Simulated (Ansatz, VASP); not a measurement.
## Ti2As2S in VASP and in Ansatz

```
Ti As S
1.0
     3.41669    0.00000    0.00000
    -1.70835    2.95894    0.00000
     0.00000    0.00000    9.28712
Ti As S
2 2 1
Direct
  0.33333 0.66667 0.84401
  0.66667 0.33333 0.15599
  0.33333 0.66667 0.33857
  0.66667 0.33333 0.66143
  0.00000 0.00000 0.00000
```

Change from the starting cell: species swapped into the MgZn2Sb2 type (P-3m1, No. 164).

Alike in both runs: functional PBE; k mesh 6 × 6 × 4; occupations gaussian, width 0.1 eV; collinear spin.

Ansatz relaxed the structure, and its values are those at the end. VASP's run is a single point on that final structure, the one shown.

|  | VASP | Ansatz |
| --- | --- | --- |
| version | VASP 6.6.1 | Ansatz 0.2.0 |
| potentials or method | VASP PAW PBE potentials, release 64 (Ti_sv, As, S), cutoff 500 eV | scalar-relativistic, plane waves, PAW |
| valence electrons in the cell | 40 | 60 |

Ansatz gave:

```
gap on the k mesh at the Fermi level (eV) : none
pressure (GPa)                            : 0.1
rms of the force components (eV/Å)        : 0.005
net moment per atom (μB)                  : 0.00
```

Which values does VASP return?

gap on the k mesh at the Fermi level (eV): none; pressure (GPa): 0.2; rms of the force components (eV/Å): 0.009; net moment per atom (μB): 0.00.

A gap of «none» marks a metal or a gap that the smearing closes. With one functional, cell and mesh, what is left measures potentials, basis and numerics. VASP's potentials hold 40 valence electrons a cell and Ansatz's 60, so a difference there can come from the potentials and not from the codes. Ansatz's warnings: seeded moment not kept.
